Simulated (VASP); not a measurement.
# MgS (hm.bB) (F-43m) in VASP: single point with PBEsol

Aim: the single point of MgS (hm.bB) with PBEsol.

Everything below comes from runs of VASP 6.6.1. Logs are shortened: lines on timing, memory, paths and dates and some standing lists are left out, and cuts for length are marked.

### Step 1. The cell of the first run

The structure is cubic, space group F-43m (No. 216). Conventional cell: a = 5.652 Å, b = 5.652 Å, c = 5.652 Å, α = 90.00°, β = 90.00°, γ = 90.00°. Within 3.2 Å of Mg (site symmetry -43m) lie 4 S at 2.45 Å. Within 3.2 Å of S (site symmetry -43m) lie 4 Mg at 2.45 Å.

### Step 2. Single point, PBEsol

The input, INCAR:

```
SYSTEM = MgS
  PREC = Accurate
  ENCUT = 600
  EDIFF = 1E-6
  ISMEAR = 0
  SIGMA = 0.02
  LREAL = .False.
  LASPH = .True.
  NELM = 120
  ALGO = Normal
  ISIF = 2
  LWAVE = .False.
  LCHARG = .False.
  GGA = PS
  NBANDS = 11
  GGA_COMPAT = .False.
```

The input, KPOINTS:

```
regular mesh
0
Gamma
  8 8 8
  0 0 0
```

The input, POSCAR:

```
MgS
1.0
    0.0000000000      2.8257734861      2.8257734861
    2.8257734861      0.0000000000      2.8257734861
    2.8257734861      2.8257734861      0.0000000000
Mg S
1 1
Direct
    0.0000000000      0.0000000000      0.0000000000
    0.2500000000      0.2500000000      0.2500000000
```

Potentials or basis: VASP PAW PBE potentials, release 64 (Mg, S).

The run is started by

```console
> cat potpaw_PBE.64/Mg/POTCAR potpaw_PBE.64/S/POTCAR > POTCAR
> mpirun -np 1 vasp_std > vasp.out
```

OUTCAR:

```text
SYSTEM = MgS
   PREC = Accurate
   ENCUT = 600
   EDIFF = 1E-6
   ISMEAR = 0
   LREAL = .False.
   LASPH = .True.
   NELM = 120
   ISIF = 2
   GGA = PS

 ion  position               nearest neighbor table
   1  0.000  0.000  0.000-   2 2.45   2 2.45   2 2.45   2 2.45
   2  0.250  0.250  0.250-   1 2.45   1 2.45   1 2.45   1 2.45

  LATTYP: Found a face centered cubic cell.
 ALAT       =     5.6515469722

  Lattice vectors:

 A1 = (   0.0000000000,   2.8257734861,   2.8257734861)
 A2 = (   2.8257734861,   0.0000000000,   2.8257734861)
 A3 = (   2.8257734861,   2.8257734861,   0.0000000000)

Analysis of symmetry for initial positions (statically):
=====================================================================
 Subroutine PRICEL returns:
 Original cell was already a primitive cell.

 Routine SETGRP: Setting up the symmetry group for a
 face centered cubic supercell.

 Subroutine GETGRP returns: Found 24 space group operations
 (whereof 24 operations were pure point group operations)
 out of a pool of 48 trial point group operations.

The static configuration has the point symmetry T_d .

Analysis of symmetry for dynamics (positions and initial velocities):
=====================================================================
 Subroutine PRICEL returns:
 Original cell was already a primitive cell.

 Routine SETGRP: Setting up the symmetry group for a
 face centered cubic supercell.

 Subroutine GETGRP returns: Found 24 space group operations
 (whereof 24 operations were pure point group operations)
 out of a pool of 48 trial point group operations.

The dynamic configuration has the point symmetry T_d .

 Subroutine INISYM returns: Found 24 space group operations
 (whereof 24 operations are pure point group operations),
 and found     1 'primitive' translations

----------------------------------------------------------------------------------------

                                     Primitive cell

  volume of cell :      45.1276

  direct lattice vectors                    reciprocal lattice vectors
     0.000000000  2.825773486  2.825773486    -0.176942703  0.176942703  0.176942703
     2.825773486  0.000000000  2.825773486     0.176942703 -0.176942703  0.176942703
     2.825773486  2.825773486  0.000000000     0.176942703  0.176942703 -0.176942703

  length of vectors
     3.996247188  3.996247188  3.996247188     0.306473752  0.306473752  0.306473752

  position of ions in fractional coordinates (direct lattice)
     0.000000000  0.000000000  0.000000000
     0.250000000  0.250000000  0.250000000

  ion indices of the primitive-cell ions
   primitive index   ion index
                 1           1
                 2           2

----------------------------------------------------------------------------------------

 KPOINTS: regular mesh

Automatic generation of k-mesh.
 Grid dimensions read from file:
 generate k-points for:    8    8    8

 Generating k-lattice:

  Cartesian coordinates                     Fractional coordinates (reciprocal lattice)
    -0.022117838  0.022117838  0.022117838     0.125000000  0.000000000  0.000000000
     0.022117838 -0.022117838  0.022117838     0.000000000  0.125000000  0.000000000
     0.022117838  0.022117838 -0.022117838     0.000000000  0.000000000  0.125000000

  Length of vectors
     0.038309219  0.038309219  0.038309219

  Shift w.r.t. Gamma in fractional coordinates (k-lattice)
     0.000000000  0.000000000  0.000000000

 Subroutine IBZKPT returns following result:
 ===========================================

 Found     29 irreducible k-points:

 Following reciprocal coordinates:
            Coordinates               Weight
  0.000000  0.000000  0.000000      1.000000
  0.125000  0.000000  0.000000      8.000000
  0.250000  0.000000  0.000000      8.000000
  0.375000  0.000000  0.000000      8.000000
  0.500000  0.000000  0.000000      4.000000
  0.125000  0.125000  0.000000      6.000000
[... 16 lines left out ...]
  0.500000  0.250000  0.125000     48.000000
 -0.375000  0.250000  0.125000     24.000000
 [... further k-points ...]
   k-points           NKPTS =     29   k-points in BZ     NKDIM =     29   number of bands    NBANDS=     11
   number of dos      NEDOS =    301   number of ions     NIONS =      2
   total plane-waves  NPLWV =  32768
   dimension x,y,z NGX =    32 NGY =   32 NGZ =   32
   dimension x,y,z NGXF=    64 NGYF=   64 NGZF=   64
   ions per type =               1   1
   NGX,Y,Z   is equivalent  to a cutoff of  13.31, 13.31, 13.31 a.u.
   NGXF,Y,Z  is equivalent  to a cutoff of  26.62, 26.62, 26.62 a.u.
 SYSTEM =  MgS
   PREC   = accura    normal or accurate (medium, high low for compatibility)
   ISTART =      0    job   : 0-new  1-cont  2-samecut
   ICHARG =      2    charge: 1-file 2-atom 10-const
   ISPIN  =      1    spin polarized calculation?
   LNONCOLLINEAR =      F non collinear calculations
   LSORBIT =      F    spin-orbit coupling
   LASPH  =      T    aspherical Exc in radial PAW
   ENCUT  =  600.0 eV  44.10 Ry    6.64 a.u.   7.98  7.98  7.98*2*pi/ulx,y,z
   NELM   =    120;   NELMIN=  2; NELMDL= -5     # of ELM steps
   EDIFF  = 0.1E-05   stopping-criterion for ELM
   LREAL  =      F    real-space projection
   EDIFFG = 0.1E-04   stopping-criterion for IOM
   NSW    =      0    number of steps for IOM
   IBRION =     -1    ionic relax: 0-MD 1-quasi-New 2-CG
   NFREE  =      0    steps in history (QN), initial steepest desc. (CG)
   ISIF   =      2    stress and relaxation
   ISYM   =      2    0-nonsym 1-usesym 2-fastsym
   POTIM  = 0.5000    time-step for ionic-motion
   TEBEG  =    0.0;   TEEND  =   0.0 temperature during run
   PSTRESS=    0.0 pullay stress
   NELECT =       8.0000    total number of electrons
   NUPDOWN=      -1.0000    fix difference up-down
   EMIN   =  10.00;   EMAX   =-10.00  energy-range for DOS
   EFERMI =   0.00;   METHOD = LEGACY
   ISMEAR =     0;   SIGMA  =   0.02  broadening in eV -4-tet -1-fermi 0-gaus
   EFERMI_NEDOS =   21; number of points for ismear=-14 and -15
   IALGO  =     38    algorithm
   IMIX   =      4    mixing-type and parameters
     AMIX     =   0.40;   BMIX     =  1.00
     AMIX_MAG =   1.60;   BMIX_MAG =  1.00
  volume/ion in A,a.u.               =      22.56       152.27
  Fermi-wavevector in a.u.,A,eV,Ry     =   0.919653  1.737893 11.507294  0.845762
  Thomas-Fermi vector in A             =   2.044871
   LORBIT       =      0    0 simple, 1 ext, 2 COOP (PROOUT), +10 PAW based schemes
   GGA     = PS    functional components
   LHFCALC =     F    Hartree Fock is set to
   AEXX    =    0.0000 exact exchange contribution
   IVDW    =     0    specifies the selected vdW correction
   LEPSILON=     F    determine dielectric tensor
   LRPA    =     F    only Hartree local field effects (RPA)
 non-spin polarized calculation
 Gauss-broadening in eV      SIGMA  =   0.02
  energy-cutoff  :      600.00
  volume of cell :       45.13
 maximum number of plane-waves:      1540
   NGX = 15   NGY = 15   NGZ = 15

 number of electron       8.0000000 magnetization

 Free energy of the ion-electron system (eV)
  ---------------------------------------------------
  ext. energy  EPLUGINS =         0.00000000
  ---------------------------------------------------
  free energy    TOTEN  =        -8.91806681 eV

  energy without entropy =       -8.91806681  energy(sigma->0) =       -8.91806681

 E-fermi :   1.1638     XC(G=0):  -8.5979

 val. band max:        1.0352196133   @ k =   0.0000   0.0000   0.0000
 cond. band min:       4.3580576425   @ k =   0.0000   0.0000   0.0000
 fundamental gap:      3.3228380292
 Fermi energy:         1.1637709967

 k-point     1 :       0.0000    0.0000    0.0000
  band No.  band energies     occupation
      1     -10.2521      2.00000
      2       1.0352      2.00000
      3       1.0352      2.00000
      4       1.0352      2.00000
      5       4.3581      0.00000
      6       8.9219      0.00000
      7       8.9219      0.00000
      8       8.9219      0.00000
      9      11.8304      0.00000
     10      11.8304      0.00000
     11      14.6267      0.00000

 k-point     2 :       0.1250    0.0000    0.0000
  band No.  band energies     occupation
      1     -10.1624      2.00000
      2       0.3310      2.00000
      3       0.9810      2.00000
      4       0.9810      2.00000
      5       5.0347      0.00000
      6       8.7275      0.00000
      7       9.1008      0.00000
      8       9.1008      0.00000
      9      11.3485      0.00000
     10      11.3485      0.00000
     11      13.9771      0.00000

 k-point     3 :       0.2500    0.0000    0.0000
  band No.  band energies     occupation
      1      -9.9299      2.00000
      2      -0.8658      2.00000
      3       0.8586      2.00000
      4       0.8586      2.00000
      5       5.8982      0.00000
      6       8.7448      0.00000
      7       9.1278      0.00000
      8       9.1278      0.00000
      9      11.3989      0.00000
     10      11.3989      0.00000
     11      13.1151      0.00000

 k-point     4 :       0.3750    0.0000    0.0000
  band No.  band energies     occupation
      1      -9.6689      2.00000
      2      -1.8090      2.00000
      3       0.7466      2.00000
      4       0.7466      2.00000
      5       6.0792      0.00000
      6       8.7585      0.00000
      7       8.7585      0.00000
      8       9.2685      0.00000
      9      12.7169      0.00000
     10      12.7169      0.00000
     11      13.1431      0.00000
[... 239 lines left out ...]
 k-point    22 :       0.3750    0.2500    0.1250
  band No.  band energies     occupation
      1      -9.7497      2.00000
      2      -1.0730      2.00000
      3       0.1702      2.00000
      4       0.6501      2.00000
      5       6.6215      0.00000
      6       7.9196      0.00000
      7       8.5199      0.00000
      8      10.1823      0.00000
      9      10.6920      0.00000
     10      13.3832      0.00000
     11      15.3477      0.00000

 k-point    23 :       0.5000    0.2500    0.1250
  band No.  band energies     occupation
      1      -9.5330      2.00000
      2      -1.5838      2.00000
      3      -0.1871      2.00000
      4       0.4696      2.00000
      5       6.8902      0.00000
      6       7.7206      0.00000
      7       8.8605      0.00000
      8      10.0150      0.00000
      9      11.8352      0.00000
     10      14.4704      0.00000
     11      15.0563      0.00000

 k-point    24 :      -0.3750    0.2500    0.1250
  band No.  band energies     occupation
      1      -9.4365      2.00000
      2      -1.8048      2.00000
      3      -0.2933      2.00000
      4       0.3726      2.00000
      5       6.9672      0.00000
      6       7.4307      0.00000
      7       9.7156      0.00000
      8       9.8099      0.00000
      9      12.3739      0.00000
     10      13.7906      0.00000
     11      15.2124      0.00000

 [... further k-points ...]
[... 5 lines left out ...]
  --------------------------------------------------------------------------------------
  -------------------------------------------------------------------------------------
  Total       -0.0181507     -0.0181507     -0.0181507      0.0000000      0.0000000      0.0000000
  in kB       -0.6444103     -0.6444103     -0.6444103      0.0000000      0.0000000      0.0000000
  external PRESSURE =      -0.6444103 kB  Pullay stress =       0.0000000 kB

 VOLUME and BASIS-vectors are now :
 -----------------------------------------------------------------------------
  energy-cutoff  :      600.00
  volume of cell :       45.13
      direct lattice vectors                 reciprocal lattice vectors
     0.000000000  2.825773486  2.825773486    -0.176942703  0.176942703  0.176942703
     2.825773486  0.000000000  2.825773486     0.176942703 -0.176942703  0.176942703
     2.825773486  2.825773486  0.000000000     0.176942703  0.176942703 -0.176942703

 POSITION                                       TOTAL-FORCE (eV/Angst)
 -----------------------------------------------------------------------------------
      0.00000      0.00000      0.00000        -0.000000     -0.000000     -0.000000
      1.41289      1.41289      1.41289         0.000000      0.000000      0.000000
 -----------------------------------------------------------------------------------
    total drift:                               -0.000000     -0.000000     -0.000000

  FREE ENERGIE OF THE ION-ELECTRON SYSTEM (eV)
  ---------------------------------------------------
  free  energy   TOTEN  =        -8.9180668112 eV

  energy  without entropy=       -8.9180668112  energy(sigma->0) =       -8.91806681
```

Run time: 20 s. Hardware: 1 thread of Intel Xeon 8259CL, shared host; peak memory 0.18 GiB.

Results:

| Property | Result |
| --- | --- |
| Free energy | -8.9181 eV |
| Pressure | -0.1 GPa |
| Band gap on the k mesh | 3.32 eV, direct |

Caveat: the PAW data sets were made with another functional, which shifts forces and pressure a little. Expect the measured gap to be larger: semilocal functionals such as PBEsol lack the derivative discontinuity.
